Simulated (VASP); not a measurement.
Wanted: the native input for a VASP 6.6.1 run.

```
Task                   : single point
Functional             : PBE
Potentials or basis    : VASP PAW PBE potentials, release 64 (Rb_sv, Cl)
Cutoff                 : 520 eV
k mesh                 : 6 × 6 × 6
Occupations            : gaussian, width 0.1 eV
Spin                   : no spin polarisation
Dipole correction      : no
Further INCAR settings : ALGO = Normal; EDIFF = 1e-06; NBANDS = 25
```

The structure of Rb3Cl lies in POSCAR:

```
Rb3Cl
1.0
   -2.5585612047      2.5585612047      5.7152276261
    2.5585612047     -2.5585612047      5.7152276261
    2.5585612047      2.5585612047     -5.7152276261
Rb Cl
3 1
Direct
    0.5000000000      0.5000000000      0.0000000000
    0.2500000000      0.7500000000      0.5000000000
    0.7500000000      0.2500000000      0.5000000000
    0.0000000000      0.0000000000      0.0000000000
```

One way to write it, as run:

INCAR

```
ALGO = Normal
EDIFF = 1E-6
ENCUT = 520
GGA = PE
ISIF = 2
ISMEAR = 0
LASPH = T
LCHARG = F
LREAL = F
LWAVE = F
NBANDS = 25
NELM = 100
PREC = Accurate
SIGMA = 0.1
```

KPOINTS

```
k-points
0
Gamma
  6 6 6
```

Potentials or basis: VASP PAW PBE potentials, release 64 (Rb_sv, Cl).

Command:

```sh
$ cat potpaw_PBE.64/Rb_sv/POTCAR potpaw_PBE.64/Cl/POTCAR > POTCAR
$ mpirun -np 1 vasp_std > vasp.out
```

Results of the run:

```json
{
  "Pressure": "5.1 GPa",
  "Band gap on the k mesh": "zero (bands 17 and 18 overlap by 0.77 eV)"
}
```

Caveat: the cell stands under pressure.

It took 4.5 min on 1 thread of Intel Xeon 8259CL (shared host), peak memory 0.38 GiB.
